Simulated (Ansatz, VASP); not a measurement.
# CuI: VASP beside Ansatz

POSCAR

```
CuI
1.0
    0.0000000000      3.0120429050      3.0120429050
    3.0120429050      0.0000000000      3.0120429050
    3.0120429050      3.0120429050      0.0000000000
Cu I
1 1
Direct
    0.2500000000      0.2500000000      0.2500000000
    0.0000000000      0.0000000000      0.0000000000
```

Contents of INCAR.step1:

```
PREC = Accurate ; ENCUT = 520
EDIFF = 1E-5 ; ISMEAR = 0
SIGMA = 0.01 ; LREAL = False
LASPH = True ; NELM = 100
ALGO = Normal ; ISIF = 2
LWAVE = True ; LCHARG = False
NBANDS = 16 ; GGA = PE
```

INCAR.step2

```
PREC = Accurate ; ENCUT = 520
EDIFF = 1E-7 ; ISMEAR = 0
SIGMA = 0.01 ; LREAL = False
LASPH = True ; NELM = 100
ALGO = Normal ; ISIF = 2
LWAVE = False ; LCHARG = False
GGA = PE ; LHFCALC = True
HFSCREEN = 0.2079 ; PRECFOCK = Normal
NBANDS = 16 ; ISTART = 1
```

KPOINTS

```
regular mesh
0
Gamma
  4 4 4
```

Input for Ansatz:

```yaml
crystal:
  lattice:
    - [0.0, 3.012042905, 3.012042905]
    - [3.012042905, 0.0, 3.012042905]
    - [3.012042905, 3.012042905, 0.0]
  atoms:
    - { symbol: Cu, position: [0.25, 0.25, 0.25] }
    - { symbol: I, position: [0.0, 0.0, 0.0] }
kpoints:
  mp_grid: { grid: [4, 4, 4] }
hamiltonian:
  xc: hse06
scf:
  occupations: { method: fixed }
  n_extra_bands: 4
output:
  forces: true
  stress: true
  eigenvalues: true
```

Alike in both runs: task single point; functional HSE06; k mesh 4 × 4 × 4; no spin polarisation.

```csv
,VASP,Ansatz
version,VASP 6.6.1,Ansatz 0.2.0
potentials or method,"VASP PAW PBE potentials, release 64 (Cu, I)","plane waves, PAW"
plane-wave cutoff (eV),520,420
occupations,"gaussian, width 0.01 eV",fixed
valence electrons in the cell,18,36
```

```tsv
	VASP	Ansatz	Ansatz less VASP
gap on the k mesh at the Fermi level (eV)	2.63	2.68	+0.052
pressure (GPa)	1.5	1.6	+0.18
```

VASP's potentials hold 18 valence electrons a cell and Ansatz's 36, so a difference there can come from the potentials and not from the codes. Ansatz's warnings: stress exchange threshold loose, stress scf threshold loose.

The k mesh is coarse, so the values compare programs but aren't converged. Spin-orbit coupling is off throughout.
